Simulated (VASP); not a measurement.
Here is a VASP 6.6.1 calculation.

The input INCAR:

```
ALGO = Normal ; EDIFF = 1E-6
ENCUT = 520 ; GGA = PS
ISIF = 2 ; ISMEAR = 0
LASPH = T ; LCHARG = T
LELF = T ; LREAL = F
LVHAR = T ; LWAVE = F
NBANDS = 18 ; NELM = 60
PREC = Accurate ; SIGMA = 0.05
```

Contents of KPOINTS:

```
k-points
0
Gamma
  8 8 8
```

The input POSCAR:

```
YSe2
1.0
    0.0000000000      3.4294106005      3.4294106005
    3.4294106005      0.0000000000      3.4294106005
    3.4294106005      3.4294106005      0.0000000000
Y Se
1 2
Direct
    0.0000000000      0.0000000000      0.0000000000
    0.2500000000      0.2500000000      0.2500000000
    0.7500000000      0.7500000000      0.7500000000
```

Potentials or basis: VASP PAW PBE potentials, release 64 (Y_sv, Se).

Command:

```bash
$ cat potpaw_PBE.64/Y_sv/POTCAR potpaw_PBE.64/Se/POTCAR > POTCAR
$ mpirun -np 1 vasp_std > vasp.out
```

Q: What does it give for the band gap on the k mesh?

A: Zero (an odd number of electrons rules out a gap without spin polarisation).

Q: Estimate the pressure.

A: -2.7 GPa.

Caveat: the PAW data sets were made with another functional, which shifts forces and pressure a little.
